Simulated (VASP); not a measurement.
Wanted: the native input for a VASP 6.6.1 run.

```yaml
Task: single point
Functional: LDA
Potentials_or_basis: VASP PAW LDA potentials, release 64 (Co)
Cutoff: 520 eV
k_mesh: 15 × 15 × 8
Occupations: fermi-dirac, width 0.2 eV
Spin: collinear spin, ferromagnetic start
Starting_moments: "[1.558, 1.558] μB"
Dipole_correction: no
Further_INCAR_settings: ALGO = Normal; EDIFF = 1e-06; NBANDS = 20
```

The structure of Co lies in POSCAR:

```
Co
1.0
    2.4273810165      0.0000000000      0.0000000000
   -1.2136905082      2.1021736250      0.0000000000
    0.0000000000      0.0000000000      3.9230481332
Co
2
Direct
    0.3333333333      0.6666666667      0.2500000000
    0.6666666667      0.3333333333      0.7500000000
```

One way to write it, as run:

INCAR

```
SYSTEM = Co
PREC = Accurate
ENCUT = 520
EDIFF = 1E-6
ISMEAR = -1
SIGMA = 0.2
LREAL = .False.
LASPH = .True.
NELM = 150
ALGO = Normal
ISIF = 2
LWAVE = .False.
LCHARG = .False.
ISPIN = 2
MAGMOM = 1.558 1.558
LORBIT = 11
LMAXMIX = 4
GGA = CA
NBANDS = 20
```

KPOINTS

```
Automatic mesh
0
Gamma
  15 15 8
  0 0 0
```

Potentials or basis: VASP PAW LDA potentials, release 64 (Co).

Command:

```sh
$ cat potpaw_LDA.64/Co/POTCAR > POTCAR
$ mpirun -np 1 vasp_std > vasp.out
```

Results of the run:

```yaml
Pressure: -3.7 GPa
Net_moment: 2.32 μB per cell
Site_moments: Co +1.16 μB
Valence_electrons_inside_the_program's_atomic_spheres: Co 8.45
```

It took 40 s on 1 thread of Intel(R) Xeon(R) 6975P-C (Granite Rapids), on a shared host, peak memory 0.18 GiB.
